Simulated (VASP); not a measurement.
Write the native input for VASP 6.6.1 that does the following.

```
Task                   : relaxation of cell and atoms
Functional             : PBE
Potentials or basis    : VASP PAW PBE potentials, release 64 (In_d, O)
Cutoff                 : 600 eV
k mesh                 : 3 × 2 × 2, shifted
Occupations            : gaussian, width 0.1 eV
Spin                   : no spin polarisation
Dipole correction      : no
Further INCAR settings : ALGO = Normal; EDIFF = 1e-07; ISYM = 0; IBRION = 2; EDIFFG = -0.04; NSW = 70; ISIF = 3
```

The structure of In4O5 lies in POSCAR:

```
In4O5
1.0
   -2.7876271320     -4.8283118252      0.0000000000
   -2.7876271320      1.6094372751      4.9196448590
   -5.5752542641      3.2188745502     -4.9196448590
In O
8 10
Direct
    0.4973116592      0.2192761066      0.1452735040
    0.9996378860      0.7169960677      0.6446777745
    0.4945255668      0.7869616433      0.3567331168
    0.9979306224      0.2787145594      0.8548306229
    0.4935563521      0.7907832291      0.8566291246
    0.9939186589      0.2832564313      0.3582072191
    0.5007668591      0.2136419420      0.6423307136
    0.9964122403      0.7141188355      0.1439279495
    0.3568321472      0.8538101074      0.1010272618
    0.8472068521      0.3429508342      0.5948759168
    0.8495755212      0.6469833414      0.8977545381
    0.2917101795      0.5045954585      0.7499769057
    0.8006009226      0.0056413998      0.2452127066
    0.6515618694      0.1497241337      0.8976313457
    0.1501843143      0.6490372187      0.3969199116
    0.1515287858      0.3519440747      0.1030928372
    0.6424195254      0.8540536914      0.6045947678
    0.7048277559      0.5026886471      0.2548342256
```

The input as run:

INCAR

```
SYSTEM = In4O5
ALGO     = Normal         ! electronic algorithm
EDIFF    = 1E-7           ! SCF threshold, eV
EDIFFG   = -0.04          ! ionic threshold
ENCUT    = 600            ! plane-wave cutoff, eV
GGA      = PE             ! functional
GGA_COMPAT= .False.      
IBRION   = 2              ! ionic algorithm
ISIF     = 3              ! what is computed and relaxed
ISMEAR   = 0              ! smearing method
ISYM     = 0            
LASPH    = .True.         ! aspherical terms in the spheres
LCHARG   = .False.        ! write CHGCAR
LREAL    = .False.        ! projectors in reciprocal space
LWAVE    = .False.        ! write WAVECAR
NELM     = 120            ! most SCF steps
NELMIN   = 4            
NSW      = 70             ! ionic steps
PREC     = Accurate       ! precision mode
SIGMA    = 0.1            ! smearing width, eV
```

KPOINTS

```
Automatic mesh
0
Gamma
  3 2 2
  0 0.5 0.5
```

Potentials or basis: VASP PAW PBE potentials, release 64 (In_d, O).

Command:

```bash
$ cat potpaw_PBE.64/In_d/POTCAR potpaw_PBE.64/O/POTCAR > POTCAR
$ mpirun -np 1 vasp_std > vasp.out
```

Results of the run:

The relaxed volume is 14.43 Å³/atom. The relaxed cell is a = 5.582 Å, b = 5.784 Å, c = 8.079 Å, α = 94.50°, β = 92.26°, γ = 90.30°. The space group after relaxing (to 0.1 Å) is P1 (No. 1), the energy gained by relaxing is 40.5 meV/atom and the ionic steps are 22. The pressure after relaxing is 0.0 GPa, the largest force after relaxing is 0.031 eV/Å and the band gap on the k mesh is 0.99 eV (least direct gap 1.18 eV).

Caveat: the k points lie up to 0.54 Å⁻¹ apart in the final cell; spin-orbit coupling is left out, which moves the levels of the heavy elements; a shifted mesh leaves out Γ, where band edges can lie.

Wall time 87 min on 1 thread of Oxide Virtual Turin-like Processor, on a shared host, peak memory 0.48 GiB.
